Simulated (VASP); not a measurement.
Set up this calculation in VASP 6.6.1, as the native input.

| Property | Result |
| --- | --- |
| Task | single point |
| Functional | PBE |
| Potentials or basis | VASP PAW PBE potentials, release 64 (Ti_sv, O) |
| Cutoff | 520 eV |
| k mesh | 6 × 6 × 6 |
| Occupations | gaussian, width 0.01 eV |
| Spin | no spin polarisation |
| Dipole correction | no |
| Further INCAR settings | ALGO = Normal; EDIFF = 1e-07; NBANDS = 19 |

The structure of TiO2 lies in POSCAR:

```
TiO2
1.0
    0.0000000000      2.3141112706      2.3141112706
    2.3141112706      0.0000000000      2.3141112706
    2.3141112706      2.3141112706      0.0000000000
Ti O
1 2
Direct
    0.0000000000      0.0000000000      0.0000000000
    0.2500000000      0.2500000000      0.2500000000
    0.7500000000      0.7500000000      0.7500000000
```

This cell differs from its parent crystal: volume changed by -10%.

One way to write it, as run:

INCAR

```
PREC = Accurate ; ENCUT = 520
EDIFF = 1E-7 ; ISMEAR = 0
SIGMA = 0.01 ; LREAL = F
LASPH = T ; NELM = 80
ALGO = Normal ; ISIF = 2
LWAVE = F ; LCHARG = T
GGA = PE ; LELF = T
LVHAR = T ; NBANDS = 19
```

KPOINTS

```
Automatic mesh
0
Gamma
  6 6 6
```

Potentials or basis: VASP PAW PBE potentials, release 64 (Ti_sv, O).

Launch:

```bash
$ cat potpaw_PBE.64/Ti_sv/POTCAR potpaw_PBE.64/O/POTCAR > POTCAR
$ mpirun -np 1 vasp_std > vasp.out
```

It gave:

| Item | Value |
| --- | --- |
| Pressure | 43.0 GPa |
| Band gap on the k mesh | 1.20 eV, indirect (least direct gap 2.07 eV) |

It took 36 s on 1 thread of AMD EPYC 7R13, on a shared host, peak memory 0.11 GiB.
